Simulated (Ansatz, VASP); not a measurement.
**CaZrF6 in VASP and in Ansatz**

File INCAR:

```
PREC = Accurate
ENCUT = 600
EDIFF = 1E-6
ISMEAR = 0
SIGMA = 0.01
LREAL = False
LASPH = True
NELM = 120
ALGO = Normal
ISIF = 2
LWAVE = False
LCHARG = True
LELF = True
LVHAR = True
NBANDS = 42
GGA_COMPAT = False
```

File KPOINTS:

```
regular mesh
0
Gamma
  4 4 4
```

File POSCAR:

```
CaZrF6
1.0
    0.0000000000      4.2683495000      4.2683495000
    4.2683495000      0.0000000000      4.2683495000
    4.2683495000      4.2683495000      0.0000000000
Ca Zr F
1 1 6
Direct
    0.5000000000      0.5000000000      0.5000000000
    0.0000000000      0.0000000000      0.0000000000
    0.7638120000      0.2361880000      0.2361880000
    0.2361880000      0.2361880000      0.7638120000
    0.7638120000      0.7638120000      0.2361880000
    0.2361880000      0.7638120000      0.2361880000
    0.7638120000      0.2361880000      0.7638120000
    0.2361880000      0.7638120000      0.7638120000
```

Input for Ansatz:

```yaml
crystal:
  lattice:
    bravais: fcc
    a: 8.536699
  space_group: 225
  atoms:
    - { symbol: Ca, position: [0.5, 0.0, 0.0] }
    - { symbol: Zr, position: [0.0, 0.0, 0.0] }
    - { symbol: F, position: [0.236188, 0.0, 0.0] }
  reduce_to_primitive: true
kpoints:
  mp_grid:
    grid: [4, 4, 4]
hamiltonian:
  xc: lda
scf:
  occupations:
    method: fixed
  mixing:
    ndim: 10
output:
  eigenvalues: true
```

Alike in both runs: task single point; functional LDA; k mesh 4 × 4 × 4; no spin polarisation.

|  | VASP | Ansatz |
| --- | --- | --- |
| version | VASP 6.6.1 | Ansatz 0.2.0 |
| potentials or method | VASP PAW LDA potentials, release 64 (Ca_sv, Zr_sv, F) | plane waves, PAW |
| plane-wave cutoff (eV) | 600 | 420 |
| occupations | gaussian, width 0.01 eV | fixed |
| valence electrons in the cell | 64 | 64 |

|  | VASP | Ansatz | Ansatz less VASP |
| --- | --- | --- | --- |
| gap on the k mesh at the Fermi level (eV) | 6.87 | 6.90 | +0.023 |

LDA's correlation is that of Perdew and Zunger in VASP and of Perdew and Wang (1992) in Ansatz.
